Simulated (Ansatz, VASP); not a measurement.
## Fe in VASP and in Ansatz

Contents of INCAR:

```
ALGO     = Normal         # electronic algorithm
EDIFF    = 1E-8           # SCF threshold, eV
ENCUT    = 520            # plane-wave cutoff, eV
GGA      = CA             # functional
ISIF     = 2              # what is computed and relaxed
ISMEAR   = -1             # smearing method
ISPIN    = 2              # spin polarisation
LASPH    = T              # aspherical terms in the spheres
LCHARG   = F              # write CHGCAR
LEFG     = T            
LMAXMIX  = 4              # l up to which the mixer works
LORBIT   = 11             # projections on sites
LREAL    = F              # projectors in reciprocal space
LWAVE    = F              # write WAVECAR
MAGMOM   = 3              # initial moments
NBANDS   = 14             # bands
NELM     = 150            # most SCF steps
PREC     = Accurate       # precision mode
SIGMA    = 0.05           # smearing width, eV
```

File KPOINTS:

```
k-points
0
Gamma
  16 16 16
```

The input POSCAR:

```
Fe
1.0
    0.0000000000      1.9352455294      1.9585328551
    1.4934281684      0.0000000000      1.9585328551
    1.4934281684      1.9352455294      0.0000000000
Fe
1
Direct
    0.0000000000      0.0000000000      0.0000000000
```

Input for Ansatz:

```yaml
crystal:
  lattice:
    - [0.0, 1.9352455294, 1.9585328551]
    - [1.4934281684, 0.0, 1.9585328551]
    - [1.4934281684, 1.9352455294, 0.0]
  atoms:
    - { symbol: Fe, position: [0.0, 0.0, 0.0], spin: 3.0 }
magnetization:
  spin_polarized: true
kpoints:
  mp_grid: { grid: [16, 16, 16] }
scf:
  occupations: { method: fermi_dirac, width: 0.05 }
hamiltonian:
  xc: lda
  pseudopotentials: { kind: paw }
output:
  forces: true
  stress: true
  eigenvalues: true
  efg: { contact_densities: true }
```

Change from the starting cell: volume scaled by 0.99, PAW files.

Alike in both runs: task electric field gradients; functional LDA; k mesh 16 × 16 × 16; occupations fermi-dirac, width 0.05 eV; collinear spin.

|  | VASP | Ansatz |
| --- | --- | --- |
| version | VASP 6.6.1 | Ansatz 0.2.0 |
| potentials or method | VASP PAW LDA potentials, release 64 (Fe) | PAW with Ansatz's default frozen-core files, scalar-relativistic |
| plane-wave cutoff (eV) | 520 | 420 |
| valence electrons in the cell | 8 | 16 |

```csv
,VASP,Ansatz,Ansatz less VASP
pressure (GPa),-17.4,-16.4,+0.97
"traceless stress, the component that is largest in VASP (GPa)",-5.86,-5.72,+0.143
net moment per atom (μB),2.11,2.16,+0.043
size of the moment on the site where the two differ most (μB),2.09,2.17,+0.079
size of Vzz on the site where it differs most (V/Å²),8.8,8.8,-0.02
```

LDA's correlation is that of Perdew and Zunger in VASP and of Perdew and Wang (1992) in Ansatz. Site moments also hang on the region over which each program counts them. VASP's potentials hold 8 valence electrons a cell and Ansatz's 16, so a difference there can come from the potentials and not from the codes.
